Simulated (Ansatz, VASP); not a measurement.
## Rh in VASP and in Ansatz

Contents of INCAR:

```
  PREC = Accurate
  ENCUT = 500
  EDIFF = 1E-6
  ISMEAR = -1
  SIGMA = 0.1
  LREAL = F
  LASPH = T
  NELM = 120
  ALGO = Normal
  ISIF = 2
  LWAVE = F
  LCHARG = T
  GGA = PE
  LELF = T
  LVHAR = T
  NBANDS = 14
  GGA_COMPAT = F
```

KPOINTS

```
regular mesh
0
Gamma
  16 16 16
```

Contents of POSCAR:

```
Rh
1.0
   -1.5154410429      1.5154410429      1.5154410429
    1.5154410429     -1.5154410429      1.5154410429
    1.5154410429      1.5154410429     -1.5154410429
Rh
1
Direct
    0.0000000000      0.0000000000      0.0000000000
```

Input for Ansatz:

```yaml
crystal:
  lattice:
    - [-1.5154410429, 1.5154410429, 1.5154410429]
    - [1.5154410429, -1.5154410429, 1.5154410429]
    - [1.5154410429, 1.5154410429, -1.5154410429]
  atoms:
    - { symbol: Rh, position: [0.0, 0.0, 0.0] }
hamiltonian:
  xc: pbe
  pseudopotentials:
    kind: paw
    azcp:
      Rh: "pseudopotentials/Rh.paw.azcp"
basis:
  ecutwfc: 420
  fft_grid_basis: typed
kpoints:
  mp_grid: { grid: [16, 16, 16], shift: [0, 0, 0] }
magnetization:
  spin_polarized: false
scf:
  occupations: { method: fermi_dirac, width: 0.1 }
  lower_state_search: "off"
output:
  stress: true
```

Alike in both runs: task single point; functional PBE; k mesh 16 × 16 × 16; occupations fermi-dirac, width 0.1 eV; no spin polarisation.

```csv
,VASP,Ansatz
version,VASP 6.6.1,Ansatz 0.2.0
potentials or method,"VASP PAW PBE potentials, release 64 (Rh_pv), cutoff 500 eV","plane waves (420 eV) with PAW, scalar-relativistic"
valence electrons in the cell,15,17
```

VASP gave:

```
pressure (GPa) : 10.6
```

**Question.** What did Ansatz give for the same quantities?

**Answer.** Pressure (GPa): 10.5.

With one functional, cell and mesh, what is left measures potentials, basis and numerics. VASP's potentials hold 15 valence electrons a cell and Ansatz's 17, so a difference there can come from the potentials and not from the codes.
